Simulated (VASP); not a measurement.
# Sb in VASP: notebook

Sb is run at these levels: PBE; tasks: relaxation of the atoms.

Everything below comes from runs of VASP 6.6.1. Logs are shortened: lines on timing, memory, paths and dates and some standing lists are left out, and cuts for length are marked.

## (1) The cell of the first run

The cell holds a slab with vacuum, 6 atoms: a = 3.389 Å, b = 3.389 Å, c = 29.835 Å, α = 90.00°, β = 90.00°, γ = 120.00°.

## (2) Relaxation of the atoms, PBE

INCAR reads:

```
SYSTEM = Sb
PREC = Accurate
ENCUT = 520
EDIFF = 1E-6
ISMEAR = -1
SIGMA = 0.1
LREAL = .False.
LASPH = .True.
NELM = 60
ALGO = Normal
ISIF = 2
LWAVE = .False.
LCHARG = .False.
LDIPOL = .True.
IDIPOL = 3
DIPOL = 0.5 0.5 0.500
GGA = PE
IBRION = 2
NSW = 32
EDIFFG = -0.01
```

KPOINTS reads:

```
Automatic mesh
0
Gamma
  11 11 1
  0 0 0
```

POSCAR reads:

```
Sb
1.0
    3.3888387686      0.0000000000      0.0000000000
   -1.6944193843      2.9348204630      0.0000000000
    0.0000000000      0.0000000000     29.8349000000
Sb
6
Direct
    0.1666666667      0.3333333333      0.2734209543
    0.5000000000      1.0000000000      0.3558243179
    0.8333333333      0.6666666667      0.4587858240
    0.1666666667      0.3333333333      0.5412141793
    0.5000000000      1.0000000000      0.6441756807
    0.8333333333      0.6666666667      0.7265790430
```

Potentials or basis: VASP PAW PBE potentials, release 64 (Sb).

On the command line:

```bash
> cat potpaw_PBE.64/Sb/POTCAR > POTCAR
> mpirun -np 1 vasp_std > vasp.out
```

OUTCAR:

```text
SYSTEM = Sb
   PREC = Accurate
   ENCUT = 520
   EDIFF = 1E-6
   ISMEAR = -1
   LREAL = .False.
   LASPH = .True.
   NELM = 60
   ISIF = 2
   GGA = PE
   IBRION = 2
   NSW = 32
   EDIFFG = -0.01

 ion  position               nearest neighbor table
   1  0.167  0.333  0.273-   2 3.14   2 3.14   2 3.14
   2  0.500  0.000  0.356-   1 3.14   1 3.14   1 3.14   3 3.64   3 3.64   3 3.64
   3  0.833  0.667  0.459-   4 3.14   4 3.14   4 3.14   2 3.64   2 3.64   2 3.64
   4  0.167  0.333  0.541-   3 3.14   3 3.14   3 3.14   5 3.64   5 3.64   5 3.64
   5  0.500  0.000  0.644-   6 3.14   6 3.14   6 3.14   4 3.64   4 3.64   4 3.64
   6  0.833  0.667  0.727-   5 3.14   5 3.14   5 3.14

  LATTYP: Found a hexagonal cell.
 ALAT       =     3.3888387686
 C/A-ratio  =     8.8038711893

  Lattice vectors:

 A1 = (   3.3888387686,   0.0000000000,   0.0000000000)
 A2 = (  -1.6944193843,   2.9348204630,   0.0000000000)
 A3 = (   0.0000000000,   0.0000000000,  29.8349000000)

Analysis of symmetry for initial positions (statically):
=====================================================================
 Subroutine PRICEL returns:
 Original cell was already a primitive cell.

 Routine SETGRP: Setting up the symmetry group for a
 hexagonal supercell.

 Subroutine GETGRP returns: Found 12 space group operations
 (whereof  4 operations were pure point group operations)
 out of a pool of 24 trial point group operations.

The static configuration has the point symmetry C_2h.
 The point group associated with its full space group is D_3d.

Analysis of symmetry for dynamics (positions and initial velocities):
=====================================================================
 Subroutine PRICEL returns:
 Original cell was already a primitive cell.

 Routine SETGRP: Setting up the symmetry group for a
 hexagonal supercell.

 Subroutine GETGRP returns: Found 12 space group operations
 (whereof  4 operations were pure point group operations)
 out of a pool of 24 trial point group operations.

The dynamic configuration has the point symmetry C_2h.
 The point group associated with its full space group is D_3d.

 Subroutine INISYM returns: Found 12 space group operations
 (whereof  4 operations are pure point group operations),
 and found     1 'primitive' translations

----------------------------------------------------------------------------------------

                                     Primitive cell

  volume of cell :     296.7270

  direct lattice vectors                    reciprocal lattice vectors
     3.388838769  0.000000000  0.000000000     0.295086331  0.170368173  0.000000000
    -1.694419384  2.934820463  0.000000000     0.000000000  0.340736346  0.000000000
     0.000000000  0.000000000 29.834900000     0.000000000  0.000000000  0.033517793

  length of vectors
     3.388838769  3.388838769 29.834900000     0.340736346  0.340736346  0.033517793

  position of ions in fractional coordinates (direct lattice)
     0.166666667  0.333333333  0.273420954
     0.500000000  0.000000000  0.355824318
     0.833333333  0.666666667  0.458785824
     0.166666667  0.333333333  0.541214179
     0.500000000  0.000000000  0.644175681
     0.833333333  0.666666667  0.726579043

  ion indices of the primitive-cell ions
   primitive index   ion index
                 1           1
                 2           2
                 3           3
                 4           4
                 5           5
                 6           6

----------------------------------------------------------------------------------------

 KPOINTS: Automatic mesh

Automatic generation of k-mesh.
 Grid dimensions read from file:
 generate k-points for:   11   11    1

 Generating k-lattice:

  Cartesian coordinates                     Fractional coordinates (reciprocal lattice)
     0.026826030  0.015488016  0.000000000     0.090909091  0.000000000  0.000000000
     0.000000000  0.030976031  0.000000000     0.000000000  0.090909091  0.000000000
     0.000000000  0.000000000  0.033517793     0.000000000  0.000000000  1.000000000

  Length of vectors
     0.030976031  0.030976031  0.033517793

  Shift w.r.t. Gamma in fractional coordinates (k-lattice)
     0.000000000  0.000000000  0.000000000

 Subroutine IBZKPT returns following result:
 ===========================================

 Found     16 irreducible k-points:

 Following reciprocal coordinates:
            Coordinates               Weight
  0.000000  0.000000  0.000000      1.000000
  0.090909  0.000000  0.000000      6.000000
  0.181818  0.000000  0.000000      6.000000
  0.272727  0.000000  0.000000      6.000000
  0.363636  0.000000  0.000000      6.000000
  0.454545  0.000000  0.000000      6.000000
[... 8 lines left out ...]
  0.272727  0.272727  0.000000      6.000000
  0.363636  0.272727  0.000000      6.000000
   k-points           NKPTS =     16   k-points in BZ     NKDIM =     16   number of bands    NBANDS=     19
   number of dos      NEDOS =    301   number of ions     NIONS =      6
   total plane-waves  NPLWV = 175616
   dimension x,y,z NGX =    28 NGY =   28 NGZ =  224
   dimension x,y,z NGXF=    56 NGYF=   56 NGZF=  448
   ions per type =               6
   NGX,Y,Z   is equivalent  to a cutoff of  13.74, 13.74, 12.48 a.u.
   NGXF,Y,Z  is equivalent  to a cutoff of  27.47, 27.47, 24.96 a.u.
 SYSTEM =  Sb
   PREC   = accura    normal or accurate (medium, high low for compatibility)
   ISTART =      0    job   : 0-new  1-cont  2-samecut
   ICHARG =      2    charge: 1-file 2-atom 10-const
   ISPIN  =      1    spin polarized calculation?
   LNONCOLLINEAR =      F non collinear calculations
   LSORBIT =      F    spin-orbit coupling
   LASPH  =      T    aspherical Exc in radial PAW
   ENCUT  =  520.0 eV  38.22 Ry    6.18 a.u.   6.30  6.30 55.47*2*pi/ulx,y,z
   NELM   =     60;   NELMIN=  2; NELMDL= -5     # of ELM steps
   EDIFF  = 0.1E-05   stopping-criterion for ELM
   LREAL  =      F    real-space projection
   EDIFFG = -.1E-01   stopping-criterion for IOM
   NSW    =     32    number of steps for IOM
   IBRION =      2    ionic relax: 0-MD 1-quasi-New 2-CG
   NFREE  =      1    steps in history (QN), initial steepest desc. (CG)
   ISIF   =      2    stress and relaxation
   ISYM   =      2    0-nonsym 1-usesym 2-fastsym
   POTIM  = 0.5000    time-step for ionic-motion
   TEBEG  =    0.0;   TEEND  =   0.0 temperature during run
   PSTRESS=    0.0 pullay stress
   NELECT =      30.0000    total number of electrons
   NUPDOWN=      -1.0000    fix difference up-down
   EMIN   =  10.00;   EMAX   =-10.00  energy-range for DOS
   EFERMI =   0.00;   METHOD = LEGACY
   ISMEAR =    -1;   SIGMA  =   0.10  broadening in eV -4-tet -1-fermi 0-gaus
   EFERMI_NEDOS =   21; number of points for ismear=-14 and -15
   IALGO  =     38    algorithm
   IMIX   =      4    mixing-type and parameters
     AMIX     =   0.40;   BMIX     =  1.00
     AMIX_MAG =   1.60;   BMIX_MAG =  1.00
  volume/ion in A,a.u.               =      49.45       333.74
  Fermi-wavevector in a.u.,A,eV,Ry     =   0.762658  1.441214  7.913782  0.581647
  Thomas-Fermi vector in A             =   1.862167
   LORBIT       =      0    0 simple, 1 ext, 2 COOP (PROOUT), +10 PAW based schemes
   GGA     = PE    functional components
   LHFCALC =     F    Hartree Fock is set to
   AEXX    =    0.0000 exact exchange contribution
   IVDW    =     0    specifies the selected vdW correction
   LEPSILON=     F    determine dielectric tensor
   LRPA    =     F    only Hartree local field effects (RPA)
 conjugate gradient relaxation of ions
 non-spin polarized calculation
  energy-cutoff  :      520.00
  volume of cell :      296.73
 maximum number of plane-waves:      8037
 NGX is ok and might be reduce to    28
   NGX = 13   NGY = 13   NGZ =111

 dipolmoment           0.000000      0.000000     -0.000000 electrons x Angstroem

 number of electron      29.9999999 magnetization

 dipolmoment           0.000000      0.000000      0.000000 electrons x Angstroem

 Free energy of the ion-electron system (eV)
  ---------------------------------------------------
  ext. energy  EPLUGINS =         0.00000000
  ---------------------------------------------------
  free energy    TOTEN  =       -22.73671169 eV

  energy without entropy =      -22.59584922  energy(sigma->0) =      -22.66628046

 E-fermi :   2.8948     XC(G=0):  -6.0674

 val. band max:        2.8747378134   @ k =   0.1818   0.0909   0.0000
 cond. band min:       2.9016204431   @ k =   0.3636   0.1818   0.0000
 fundamental gap:      0.0268826297
 Fermi energy:         2.8947552169

 k-point     1 :       0.0000    0.0000    0.0000
  band No.  band energies     occupation
      1     -10.0811      2.00000
      2      -9.8573      2.00000
      3      -9.6389      2.00000
      4      -7.7132      2.00000
      5      -7.0722      2.00000
      6      -6.4610      2.00000
[... 11 lines left out ...]
     18       6.4537      0.00000
     19       6.6362      0.00000

 k-point     2 :       0.0909    0.0000    0.0000
  band No.  band energies     occupation
      1      -9.9378      2.00000
      2      -9.7142      2.00000
      3      -9.4959      2.00000
      4      -7.5776      2.00000
      5      -6.9405      2.00000
      6      -6.3346      2.00000
[... 11 lines left out ...]
     18       6.2650      0.00000
     19       6.5126      0.00000

 k-point     3 :       0.1818    0.0000    0.0000
  band No.  band energies     occupation
      1      -9.5103      2.00000
      2      -9.2876      2.00000
      3      -9.0701      2.00000
      4      -7.1769      2.00000
      5      -6.5533      2.00000
      6      -5.9665      2.00000
[... 258 lines left out ...]
      1      -6.4950      2.00000
      2      -6.3176      2.00000
      3      -6.1582      2.00000
      4      -5.0501      2.00000
      5      -4.8112      2.00000
      6      -4.6768      2.00000
[... 11 lines left out ...]
     18       2.2723      1.99605
     19       2.3001      1.99479

 k-point    16 :       0.3636    0.2727    0.0000
  band No.  band energies     occupation
      1      -5.6748      2.00000
      2      -5.6154      2.00000
      3      -5.5878      2.00000
      4      -5.1914      2.00000
      5      -5.0486      2.00000
      6      -4.9856      2.00000
[... 11 lines left out ...]
     18       1.9113      1.99989
     19       3.2415      0.06049

------------------------ aborting loop because EDIFF is reached ----------------------------------------

 vacuum level on the upper side and lower side of the slab       (xc-potential included)        -0.157        -0.157

  FORCE on cell =-STRESS in cart. coord.  units (eV):
  Direction    XX          YY          ZZ          XY          YZ          ZX
  --------------------------------------------------------------------------------------
  -------------------------------------------------------------------------------------
  Total        1.6289349      1.6289349     -0.0535757      0.0000000      0.0000000     -0.0000000
  in kB        8.7954339      8.7954339     -0.2892818      0.0000000      0.0000000     -0.0000000
  external PRESSURE =       5.7671953 kB  Pullay stress =       0.0000000 kB

 VOLUME and BASIS-vectors are now :
 -----------------------------------------------------------------------------
  energy-cutoff  :      520.00
  volume of cell :      296.73
      direct lattice vectors                 reciprocal lattice vectors
     3.388838769  0.000000000  0.000000000     0.295086331  0.170368173  0.000000000
    -1.694419384  2.934820463  0.000000000     0.000000000  0.340736346  0.000000000
     0.000000000  0.000000000 29.834900000     0.000000000  0.000000000  0.033517793

 POSITION                                       TOTAL-FORCE (eV/Angst)
 -----------------------------------------------------------------------------------
      0.00000      0.97827      8.15749         0.000000      0.000000      0.003659
      1.69442      0.00000     10.61598        -0.000000     -0.000000     -0.000664
      1.69442      1.95655     13.68783        -0.000000     -0.000000     -0.004598
      0.00000      0.97827     16.14707         0.000000      0.000000      0.004598
      1.69442      0.00000     19.21892        -0.000000      0.000000      0.000664
      1.69442      1.95655     21.67741         0.000000     -0.000000     -0.003659
 -----------------------------------------------------------------------------------
    total drift:                                0.000000     -0.000000      0.000008

  FREE ENERGIE OF THE ION-ELECTRON SYSTEM (eV)
  ---------------------------------------------------
  free  energy   TOTEN  =       -22.7367116925 eV

  energy  without entropy=      -22.5958492194  energy(sigma->0) =      -22.66628046

 reached required accuracy - stopping structural energy minimisation

 vacuum level on the upper side and lower side of the slab         6.683         6.683
```

Run time: 2.2 min. Hardware: 1 thread of Intel Xeon Platinum 8488C (Sapphire Rapids), shared host; peak memory 0.43 GiB.

Results:

| Property | Result |
| --- | --- |
| Free energy | -22.7367 eV |
| Largest force after relaxing | 0.005 eV/Å |

Forces on the atoms (eV/Å):
```
Sb   0.000  0.000  0.004
Sb   0.000  0.000 -0.001
Sb   0.000  0.000 -0.005
Sb   0.000  0.000  0.005
Sb   0.000  0.000  0.001
Sb   0.000  0.000 -0.004
```

Final structure:
```
Sb
1.0
     3.38884    0.00000    0.00000
    -1.69442    2.93482    0.00000
     0.00000    0.00000   29.83490
Sb
6
Direct
  0.16667 0.33333 0.27342
  0.50000 0.00000 0.35582
  0.83333 0.66667 0.45879
  0.16667 0.33333 0.54121
  0.50000 0.00000 0.64418
  0.83333 0.66667 0.72658
```

Caveat: the relaxation stopped at its first step, so nothing moved; the highest band is partly filled, so the run has too few bands; spin-orbit coupling is left out, which moves the levels of the heavy elements.

(Continued in part 2 of 2.)
